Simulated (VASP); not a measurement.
# CoSi (P4/nmm) in VASP: further runs

Runs on CoSi. Level: PBE. Tasks: single point, relaxation of cell and atoms.

All numbers are computed with VASP 6.6.1; they aren't measurements. Logs are shortened: lines on timing, memory, paths and dates and some standing lists are left out, and cuts for length are marked.

### 1 The cell of the first run

The structure is tetragonal, space group P4/nmm (No. 129). Conventional cell: a = 3.715 Å, b = 3.715 Å, c = 3.543 Å, α = 90.00°, β = 90.00°, γ = 90.00°. Within 2.6 Å of Co (site symmetry 4mm) lie 4 Si at 1.97 Å. Within 2.7 Å of Si (site symmetry -4m2) lie 4 Co at 1.97 Å and 4 Si at 2.63 Å.

The cell was built from a structure type or drawn by symmetry, and may not be a known phase.

### 2 Single point, PBE, collinear spin, ferromagnetic start

INCAR

```
  ALGO = Normal
  EDIFF = 1E-6
  ENCUT = 600
  GGA = PE
  GGA_COMPAT = False
  ISIF = 2
  ISMEAR = 0
  ISPIN = 2
  LASPH = True
  LCHARG = False
  LMAXMIX = 4
  LORBIT = 11
  LREAL = False
  LWAVE = False
  MAGMOM = 3 3 0 0
  NBANDS = 25
  NELM = 200
  PREC = Accurate
  SIGMA = 0.1
```

KPOINTS

```
k-points
0
Gamma
  6 6 6
```

POSCAR

```
CoSi
1.0
    3.7152131600      0.0000000000      0.0000000000
    0.0000000000      3.7152131600      0.0000000000
    0.0000000000      0.0000000000      3.5427228100
Co Si
2 2
Direct
    0.5000000000      0.0000000000      0.6838653900
    0.0000000000      0.5000000000      0.3161346100
    0.0000000000      0.0000000000      0.5000000000
    0.5000000000      0.5000000000      0.5000000000
```

Potentials or basis: VASP PAW PBE potentials, release 64 (Co, Si).

On the command line:

```
$ cat potpaw_PBE.64/Co/POTCAR potpaw_PBE.64/Si/POTCAR > POTCAR
$ mpirun -np 1 vasp_std > vasp.out
```

OUTCAR:

```text
EDIFF = 1E-6
   ENCUT = 600
   GGA = PE
   ISIF = 2
   ISMEAR = 0
   ISPIN = 2
   LASPH = True
   LORBIT = 11
   LREAL = False
   NELM = 200
   PREC = Accurate

 ion  position               nearest neighbor table
   1  0.500  0.000  0.684-   3 1.97   4 1.97   4 1.97   3 1.97   2 2.93   2 2.93   2 2.93   2 2.93

   2  0.000  0.500  0.316-   3 1.97   4 1.97   3 1.97   4 1.97   1 2.93   1 2.93   1 2.93   1 2.93

   3  0.000  0.000  0.500-   1 1.97   2 1.97   2 1.97   1 1.97   4 2.63   4 2.63   4 2.63   4 2.63

   4  0.500  0.500  0.500-   1 1.97   2 1.97   1 1.97   2 1.97   3 2.63   3 2.63   3 2.63   3 2.63

  LATTYP: Found a simple tetragonal cell.
 ALAT       =     3.7152131600
 C/A-ratio  =     0.9535718833

  Lattice vectors:

 A1 = (   3.7152131600,   0.0000000000,   0.0000000000)
 A2 = (   0.0000000000,   3.7152131600,   0.0000000000)
 A3 = (   0.0000000000,   0.0000000000,   3.5427228100)

Analysis of symmetry for initial positions (statically):
=====================================================================
 Subroutine PRICEL returns:
 Original cell was already a primitive cell.

 Routine SETGRP: Setting up the symmetry group for a
 simple tetragonal supercell.

 Subroutine GETGRP returns: Found 16 space group operations
 (whereof  8 operations were pure point group operations)
 out of a pool of 16 trial point group operations.

The static configuration has the point symmetry D_2d.
 The point group associated with its full space group is D_4h.

Analysis of symmetry for dynamics (positions and initial velocities):
=====================================================================
 Subroutine PRICEL returns:
 Original cell was already a primitive cell.

 Routine SETGRP: Setting up the symmetry group for a
 simple tetragonal supercell.

 Subroutine GETGRP returns: Found 16 space group operations
 (whereof  8 operations were pure point group operations)
 out of a pool of 16 trial point group operations.

The dynamic configuration has the point symmetry D_2d.
 The point group associated with its full space group is D_4h.

Analysis of structural, dynamic, and magnetic symmetry:
=====================================================================
 Subroutine PRICEL returns:
 Original cell was already a primitive cell.

 Routine SETGRP: Setting up the symmetry group for a
 simple tetragonal supercell.

 Subroutine GETGRP returns: Found 16 space group operations
 (whereof  8 operations were pure point group operations)
 out of a pool of 16 trial point group operations.

The overall configuration has the point symmetry D_2d.
 The point group associated with its full space group is D_4h.

 Subroutine INISYM returns: Found 16 space group operations
 (whereof  8 operations are pure point group operations),
 and found     1 'primitive' translations

----------------------------------------------------------------------------------------

                                     Primitive cell

  volume of cell :      48.8995

  direct lattice vectors                    reciprocal lattice vectors
     3.715213160  0.000000000  0.000000000     0.269163560  0.000000000  0.000000000
     0.000000000  3.715213160  0.000000000     0.000000000  0.269163560  0.000000000
     0.000000000  0.000000000  3.542722810     0.000000000  0.000000000  0.282268767

  length of vectors
     3.715213160  3.715213160  3.542722810     0.269163560  0.269163560  0.282268767

  position of ions in fractional coordinates (direct lattice)
     0.500000000  0.000000000  0.683865390
     0.000000000  0.500000000  0.316134610
     0.000000000  0.000000000  0.500000000
     0.500000000  0.500000000  0.500000000

  ion indices of the primitive-cell ions
   primitive index   ion index
                 1           1
                 2           2
                 3           3
                 4           4

----------------------------------------------------------------------------------------

 KPOINTS: k-points

Automatic generation of k-mesh.
 Grid dimensions read from file:
 generate k-points for:    6    6    6

 Generating k-lattice:

  Cartesian coordinates                     Fractional coordinates (reciprocal lattice)
     0.044860593  0.000000000  0.000000000     0.166666667  0.000000000  0.000000000
     0.000000000  0.044860593  0.000000000     0.000000000  0.166666667  0.000000000
     0.000000000  0.000000000  0.047044795     0.000000000  0.000000000  0.166666667

  Length of vectors
     0.044860593  0.044860593  0.047044795

  Shift w.r.t. Gamma in fractional coordinates (k-lattice)
     0.000000000  0.000000000  0.000000000

 Subroutine IBZKPT returns following result:
 ===========================================

 Found     40 irreducible k-points:

 Following reciprocal coordinates:
            Coordinates               Weight
  0.000000  0.000000  0.000000      1.000000
  0.166667  0.000000  0.000000      4.000000
  0.333333  0.000000  0.000000      4.000000
  0.500000  0.000000  0.000000      2.000000
  0.166667  0.166667  0.000000      4.000000
  0.333333  0.166667  0.000000      8.000000
[... 16 lines left out ...]
  0.333333  0.000000  0.333333      8.000000
  0.500000  0.000000  0.333333      4.000000
 [... further k-points ...]
   k-points           NKPTS =     40   k-points in BZ     NKDIM =     40   number of bands    NBANDS=     25
   number of dos      NEDOS =    301   number of ions     NIONS =      4
   total plane-waves  NPLWV =  25200
   dimension x,y,z NGX =    30 NGY =   30 NGZ =   28
   dimension x,y,z NGXF=    60 NGYF=   60 NGZF=   56
   ions per type =               2   2
   NGX,Y,Z   is equivalent  to a cutoff of  13.42, 13.42, 13.14 a.u.
   NGXF,Y,Z  is equivalent  to a cutoff of  26.85, 26.85, 26.28 a.u.
 SYSTEM =  unknown system
   PREC   = accura    normal or accurate (medium, high low for compatibility)
   ISTART =      0    job   : 0-new  1-cont  2-samecut
   ICHARG =      2    charge: 1-file 2-atom 10-const
   ISPIN  =      2    spin polarized calculation?
   LNONCOLLINEAR =      F non collinear calculations
   LSORBIT =      F    spin-orbit coupling
   LASPH  =      T    aspherical Exc in radial PAW
   ENCUT  =  600.0 eV  44.10 Ry    6.64 a.u.   7.42  7.42  7.08*2*pi/ulx,y,z
   NELM   =    200;   NELMIN=  2; NELMDL= -5     # of ELM steps
   EDIFF  = 0.1E-05   stopping-criterion for ELM
   LREAL  =      F    real-space projection
   EDIFFG = 0.1E-04   stopping-criterion for IOM
   NSW    =      0    number of steps for IOM
   IBRION =     -1    ionic relax: 0-MD 1-quasi-New 2-CG
   NFREE  =      0    steps in history (QN), initial steepest desc. (CG)
   ISIF   =      2    stress and relaxation
   ISYM   =      2    0-nonsym 1-usesym 2-fastsym
   POTIM  = 0.5000    time-step for ionic-motion
   TEBEG  =    0.0;   TEEND  =   0.0 temperature during run
   PSTRESS=    0.0 pullay stress
   NELECT =      26.0000    total number of electrons
   NUPDOWN=      -1.0000    fix difference up-down
   EMIN   =  10.00;   EMAX   =-10.00  energy-range for DOS
   EFERMI =   0.00;   METHOD = LEGACY
   ISMEAR =     0;   SIGMA  =   0.10  broadening in eV -4-tet -1-fermi 0-gaus
   EFERMI_NEDOS =   21; number of points for ismear=-14 and -15
   IALGO  =     38    algorithm
   IMIX   =      4    mixing-type and parameters
     AMIX     =   0.40;   BMIX     =  1.00
     AMIX_MAG =   1.60;   BMIX_MAG =  1.00
  volume/ion in A,a.u.               =      12.22        82.50
  Fermi-wavevector in a.u.,A,eV,Ry     =   1.326267  2.506282 23.932443  1.758985
  Thomas-Fermi vector in A             =   2.455667
   LORBIT       =     11    0 simple, 1 ext, 2 COOP (PROOUT), +10 PAW based schemes
   GGA     = PE    functional components
   LHFCALC =     F    Hartree Fock is set to
   AEXX    =    0.0000 exact exchange contribution
   IVDW    =     0    specifies the selected vdW correction
   LEPSILON=     F    determine dielectric tensor
   LRPA    =     F    only Hartree local field effects (RPA)
 spin polarized calculation
 Gauss-broadening in eV      SIGMA  =   0.10
  energy-cutoff  :      600.00
  volume of cell :       48.90
 maximum number of plane-waves:      1663
 NGX is ok and might be reduce to    30
   NGX = 15   NGY = 15   NGZ = 15

 number of electron      25.9999991 magnetization      -0.0031358

 number of electron      25.9999991 magnetization       0.0011798

 Free energy of the ion-electron system (eV)
  ---------------------------------------------------
  ext. energy  EPLUGINS =         0.00000000
  ---------------------------------------------------
  free energy    TOTEN  =       -19.12158803 eV

  energy without entropy =      -19.10875178  energy(sigma->0) =      -19.11516990

 E-fermi :  10.3507     XC(G=0): -11.8472

 val. band max:       10.3243152203   @ k =   0.1667   0.1667   0.3333
 cond. band min:      10.3531178587   @ k =   0.0000   0.0000   0.1667
 fundamental gap:      0.0288026384
 Fermi energy:        10.3506657272

 spin component 1

 k-point     1 :       0.0000    0.0000    0.0000
  band No.  band energies     occupation
      1      -2.8058      1.00000
      2       3.0687      1.00000
      3       5.2932      1.00000
      4       5.2932      1.00000
      5       5.6484      1.00000
      6       6.3207      1.00000
[... 661 lines left out ...]
     24      22.8784      0.00000
     25      23.6100      0.00000

 [... further k-points ...]

 spin component 2

 k-point     1 :       0.0000    0.0000    0.0000
  band No.  band energies     occupation
      1      -2.8058      1.00000
      2       3.0689      1.00000
      3       5.2931      1.00000
      4       5.2931      1.00000
      5       5.6486      1.00000
      6       6.3203      1.00000
[... 661 lines left out ...]
     24      22.8786      0.00000
     25      23.6103      0.00000

 [... further k-points ...]

------------------------ aborting loop because EDIFF is reached ----------------------------------------

  FORCE on cell =-STRESS in cart. coord.  units (eV):
  Direction    XX          YY          ZZ          XY          YZ          ZX
  --------------------------------------------------------------------------------------
  -------------------------------------------------------------------------------------
  Total       29.7869277     29.7869277      5.0063853      0.0000000      0.0000000      0.0000000
  in kB      975.9591664    975.9591664    164.0326143      0.0000000      0.0000000      0.0000000
  external PRESSURE =     705.3169824 kB  Pullay stress =       0.0000000 kB

 VOLUME and BASIS-vectors are now :
 -----------------------------------------------------------------------------
  energy-cutoff  :      600.00
  volume of cell :       48.90
      direct lattice vectors                 reciprocal lattice vectors
     3.715213160  0.000000000  0.000000000     0.269163560  0.000000000  0.000000000
     0.000000000  3.715213160  0.000000000     0.000000000  0.269163560  0.000000000
     0.000000000  0.000000000  3.542722810     0.000000000  0.000000000  0.282268767

 POSITION                                       TOTAL-FORCE (eV/Angst)
 -----------------------------------------------------------------------------------
      1.85761      0.00000      2.42275         0.000000      0.000000      6.257194
      0.00000      1.85761      1.11998        -0.000000      0.000000     -6.257194
      0.00000      0.00000      1.77136         0.000000     -0.000000     -0.000000
      1.85761      1.85761      1.77136        -0.000000      0.000000     -0.000000
 -----------------------------------------------------------------------------------
    total drift:                                0.000000      0.000000      0.000000

  FREE ENERGIE OF THE ION-ELECTRON SYSTEM (eV)
  ---------------------------------------------------
  free  energy   TOTEN  =       -19.1215880309 eV

  energy  without entropy=      -19.1087517775  energy(sigma->0) =      -19.11516990

 total charge

# of ion       s       p       d       tot
------------------------------------------
    1        0.627   0.614   8.010   9.250
    2        0.627   0.614   8.010   9.250
    3        0.846   1.025   0.000   1.872
    4        0.846   1.025   0.000   1.872
--------------------------------------------------
tot          2.946   3.278  16.021  22.244

 magnetization (x)

# of ion       s       p       d       tot
------------------------------------------
    1        0.000   0.000   0.000   0.000
    2        0.000   0.000   0.000   0.000
    3       -0.000  -0.000   0.000  -0.000
    4       -0.000  -0.000   0.000  -0.000
--------------------------------------------------
tot          0.000  -0.000   0.000   0.000
```

Run time: 74 s. Hardware: 1 thread of Intel Xeon Platinum 8488C (Sapphire Rapids), shared host; peak memory 0.24 GiB.

What came out:

- Free energy: -19.1216 eV
- Pressure: 70.5 GPa
- Largest force: 6.257 eV/Å
- Band gap on the k mesh: zero (filled and empty bands overlap)
- Net moment: 0.00 μB per cell
- Valence electrons inside the program's atomic spheres: Co 9.25; Si 1.87

Forces on the atoms (eV/Å):
```
Co   0.000  0.000  6.257
Co   0.000  0.000 -6.257
Si   0.000  0.000  0.000
Si   0.000  0.000  0.000
```

Levels at points of the mesh, in eV from the Fermi level:
Spin up:
```csv
k point,band 10,band 11,band 12,band 13,band 14,band 15,band 16,band 17
"(0.00, 0.00, 0.00)",-1.77,-1.46,-0.58,-0.58,1.54,1.63,3.51,3.58
"(0.50, 0.00, 0.00)",-1.88,-1.55,-1.55,1.96,1.96,2.15,2.15,3.22
"(0.50, 0.50, 0.00)",-2.49,-1.90,-1.90,-0.70,-0.70,2.35,2.35,6.70
"(0.00, 0.00, 0.50)",-1.64,-1.05,-0.88,1.11,1.11,3.36,3.74,4.47
"(0.50, 0.00, 0.50)",-1.48,-1.33,-1.33,-0.19,-0.19,2.38,2.38,3.86
"(0.50, 0.50, 0.50)",-2.47,-0.60,-0.60,-0.43,-0.43,0.39,0.39,1.50
```
Spin down:
| k point | band 9 | band 10 | band 11 | band 12 | band 13 | band 14 | band 15 | band 16 | band 17 | band 18 |
| --- | --- | --- | --- | --- | --- | --- | --- | --- | --- | --- |
| (0.00, 0.00, 0.00) | -1.77 | -1.77 | -1.46 | -0.58 | -0.58 | 1.54 | 1.63 | 3.51 | 3.58 | 6.32 |
| (0.50, 0.00, 0.00) | -1.88 | -1.88 | -1.55 | -1.55 | 1.96 | 1.96 | 2.15 | 2.15 | 3.22 | 3.22 |
| (0.50, 0.50, 0.00) | -2.49 | -2.49 | -1.90 | -1.90 | -0.70 | -0.70 | 2.35 | 2.35 | 6.70 | 6.70 |
| (0.00, 0.00, 0.50) | -2.51 | -1.64 | -1.05 | -0.88 | 1.11 | 1.11 | 3.36 | 3.74 | 4.47 | 4.71 |
| (0.50, 0.00, 0.50) | -1.48 | -1.48 | -1.33 | -1.33 | -0.19 | -0.19 | 2.38 | 2.38 | 3.86 | 3.86 |
| (0.50, 0.50, 0.50) | -2.47 | -2.47 | -0.60 | -0.60 | -0.43 | -0.43 | 0.39 | 0.39 | 1.50 | 1.50 |

Caveat: the cell stands under pressure; forces of over 1 eV/Å act on the atoms, so gaps and moduli don't describe the material at rest.

### 3 Relaxation of cell and atoms, PBE

This run uses another cell than the first one, of 10.92 Å³/atom.

INCAR

```
ALGO = Normal ; EDIFF = 1E-7
EDIFFG = -0.01 ; ENCUT = 600
GGA = PE ; GGA_COMPAT = False
IBRION = 2 ; ISIF = 3
ISMEAR = 0 ; LASPH = True
LCHARG = False ; LREAL = False
LWAVE = False ; NELM = 120
NELMIN = 4 ; NSW = 100
PREC = Accurate ; SIGMA = 0.1
```

KPOINTS

```
k-points
0
Gamma
  12 12 14
```

POSCAR

```
CoSi
1.0
    3.6430842135      0.0000000000      0.0000000000
    0.0000000000      3.6430842135      0.0000000000
    0.0000000000      0.0000000000      3.2902463248
Co Si
2 2
Direct
    0.5000000000      0.0000000000      0.9412237986
    0.0000000000      0.5000000000      0.0587762014
    0.0000000000      0.0000000000      0.5000000000
    0.5000000000      0.5000000000      0.5000000000
```

Potentials or basis: VASP PAW PBE potentials, release 64 (Co, Si).

On the command line:

```
$ cat potpaw_PBE.64/Co/POTCAR potpaw_PBE.64/Si/POTCAR > POTCAR
$ mpirun -np 1 vasp_std > vasp.out
```

It took 9.6 min on 1 thread of Intel Xeon Platinum 8488C (Sapphire Rapids), shared host; peak memory 0.33 GiB.

It converged, with:

```
Free energy                           : -26.5823 eV
Relaxed volume                        : 10.87 Å³/atom
Relaxed cell                          : a = 3.646 Å, b = 3.646 Å, c = 3.272 Å, α = 90.00°, β = 90.00°, γ = 90.00°
Space group after relaxing (to 0.1 Å) : P4/nmm (No. 129)
Energy gained by relaxing             : 0.4 meV/atom
Ionic steps                           : 6
Pressure after relaxing               : 0.0 GPa
Largest force after relaxing          : 0.003 eV/Å
Band gap on the k mesh                : zero (bands 13 and 14 overlap by 2.45 eV)
```

Forces on the atoms (eV/Å):
```
Co   0.000  0.000 -0.003
Co   0.000  0.000  0.003
Si   0.000  0.000  0.000
Si   0.000  0.000  0.000
```

Stress tensor (GPa, compression positive):
```
 0.06  0.00  0.00
 0.00  0.06  0.00
 0.00  0.00 -0.03
```

Step by step:
| step | energy change (eV) | largest force (eV/Å) | pressure (GPa) | volume (Å³) |
| --- | --- | --- | --- | --- |
| 1 | 0.0000 | 0.0819 | -0.13 | 43.67 |
| 2 | -0.0006 | 0.0582 | -0.02 | 43.61 |
| 3 | -0.0012 | 0.0039 | 0.25 | 43.46 |
| 4 | -0.0012 | 0.0318 | -0.51 | 43.58 |
| 5 | -0.0013 | 0.0170 | -0.10 | 43.52 |
| 6 | -0.0014 | 0.0031 | 0.03 | 43.49 |

Final structure:
```cif
data_structure
_symmetry_space_group_name_H-M 'P 1'
_symmetry_Int_Tables_number 1
_cell_length_a 3.6458
_cell_length_b 3.6458
_cell_length_c 3.2719
_cell_angle_alpha 90.000
_cell_angle_beta 90.000
_cell_angle_gamma 90.000
_cell_volume 43.49
loop_
_atom_site_label
_atom_site_type_symbol
_atom_site_fract_x
_atom_site_fract_y
_atom_site_fract_z
_atom_site_occupancy
Co1 Co 0.50000 0.00000 0.94603 1
Co2 Co 0.00000 0.50000 0.05397 1
Si1 Si 0.00000 0.00000 0.50000 1
Si2 Si 0.50000 0.50000 0.50000 1
```

Levels at points of the mesh, in eV from the Fermi level:
| k point | band 11 | band 12 | band 13 | band 14 | band 15 | band 16 |
| --- | --- | --- | --- | --- | --- | --- |
| (0.00, 0.00, 0.00) | -1.30 | -1.11 | -0.87 | -0.11 | 2.11 | 3.43 |
| (0.50, 0.00, 0.00) | -1.70 | -1.70 | 1.01 | 1.01 | 2.83 | 2.83 |
| (0.50, 0.50, 0.00) | -1.33 | -1.33 | 0.19 | 0.19 | 5.78 | 5.78 |
| (0.00, 0.00, 0.50) | -1.02 | -0.19 | 0.32 | 1.19 | 2.22 | 2.22 |
| (0.50, 0.00, 0.50) | -1.56 | -1.56 | -0.94 | -0.94 | 3.29 | 3.29 |
| (0.50, 0.50, 0.50) | -1.45 | -1.45 | -1.12 | -1.12 | 1.11 | 1.11 |

Caveat: the run has no spin polarisation, though such a crystal can be magnetic. Spin polarisation is off, so any magnetic state and its effect on volume and gap are missing.
